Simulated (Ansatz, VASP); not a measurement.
# Two plane-wave programs on V

The input INCAR:

```
SYSTEM = V
PREC     = Accurate       ! precision mode
ENCUT    = 520            ! plane-wave cutoff, eV
EDIFF    = 1E-6           ! SCF threshold, eV
ISMEAR   = 0              ! smearing method
SIGMA    = 0.1            ! smearing width, eV
LREAL    = .False.        ! projectors in reciprocal space
LASPH    = .True.         ! aspherical terms in the spheres
NELM     = 80             ! most SCF steps
ALGO     = Fast           ! electronic algorithm
ISIF     = 2              ! what is computed and relaxed
LWAVE    = .False.        ! write WAVECAR
LCHARG   = .False.        ! write CHGCAR
GGA      = PE             ! functional
NBANDS   = 20             ! bands
```

Contents of KPOINTS:

```
regular mesh
0
Gamma
  18 18 18
  0 0 0
```

The input POSCAR:

```
V
1.0
    2.9971751498      0.0000000000      0.0000000000
    0.0000000000      2.9971751498      0.0000000000
    0.0000000000      0.0000000000      3.1170621557
V
2
Direct
    0.0000000000      0.0000000000      0.0000000000
    0.5000000000      0.5000000000      0.5000000000
```

Input for Ansatz:

```yaml
crystal:
  lattice:
    - [2.9971751498, 0.0, 0.0]
    - [0.0, 2.9971751498, 0.0]
    - [0.0, 0.0, 3.1170621557]
  atoms:
    - { symbol: V, position: [0.0, 0.0, 0.0] }
    - { symbol: V, position: [0.5, 0.5, 0.5] }
basis:
  ecutwfc: 420
kpoints:
  mp_grid: { grid: [18, 18, 18] }
hamiltonian:
  xc: pbe
scf:
  occupations: { method: gaussian, width: 0.1 }
output:
  forces: true
  stress: true
  eigenvalues: true
  write_density: true
  write_potential: true
  elf: true
  volumetric_format: npy
```

Change from the starting cell: strain along c alone, the other axes held, atoms relaxed: +4.0 %.

Alike in both runs: task single point; functional PBE; k mesh 18 × 18 × 18; occupations gaussian, width 0.1 eV; no spin polarisation.

|  | VASP | Ansatz |
| --- | --- | --- |
| version | VASP 6.6.1 | Ansatz 0.2.0 |
| potentials or method | VASP PAW PBE potentials, release 64 (V_sv), cutoff 520 eV | scalar-relativistic, plane waves, PAW |
| valence electrons in the cell | 26 | 26 |

VASP gave:

```
gap on the k mesh at the Fermi level (eV)                     : none
pressure (GPa)                                                : -6.4
traceless stress, the component that is largest in VASP (GPa) : -3.07
```

Task: What did Ansatz give for the same quantities?

Result: gap on the k mesh at the Fermi level (eV): none; pressure (GPa): -6.6; traceless stress, the component that is largest in VASP (GPa): -3.08.

A gap of «none» marks a metal or a gap that the smearing closes.
